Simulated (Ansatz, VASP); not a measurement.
## AlGaN2 in VASP and in Ansatz

```xyz
4
Lattice="3.1231 0.0000 0.0000 0.0000 3.1231 0.0000 0.0000 0.0000 4.0129" Properties=species:S:1:pos:R:3 pbc="T T T"
Al    1.5615    1.5615    2.0064
Ga    0.0000    0.0000    0.0000
N     1.5615    0.0000    2.9617
N     0.0000    1.5615    1.0511
```

Alike in both runs: functional LDA; k mesh 8 × 8 × 6; occupations gaussian, width 0.05 eV; no spin polarisation.

Ansatz relaxed the structure, and its values are those at the end. VASP's run is a single point on that final structure, the one shown.

|  | VASP | Ansatz |
| --- | --- | --- |
| version | VASP 6.6.1 | Ansatz 0.2.0 |
| potentials or method | VASP PAW LDA potentials, release 64 (Al, Ga_d, N), cutoff 520 eV | scalar-relativistic, plane waves, PAW |
| valence electrons in the cell | 26 | 26 |

Ansatz gave:

```
gap on the k mesh at the Fermi level (eV) : 3.43
least direct gap on the mesh (eV)         : 3.43
pressure (GPa)                            : 19.3
rms of the force components (eV/Å)        : 0.000
```

Estimate VASP's values.

gap on the k mesh at the Fermi level (eV): 3.41; least direct gap on the mesh (eV): 3.41; pressure (GPa): 20.5; rms of the force components (eV/Å): 0.013.

Ansatz warns that its potentials were made for another functional, while VASP's fit it. LDA's correlation is that of Perdew and Zunger in VASP and of Perdew and Wang (1992) in Ansatz. Ansatz's warnings: stress scf threshold loose.
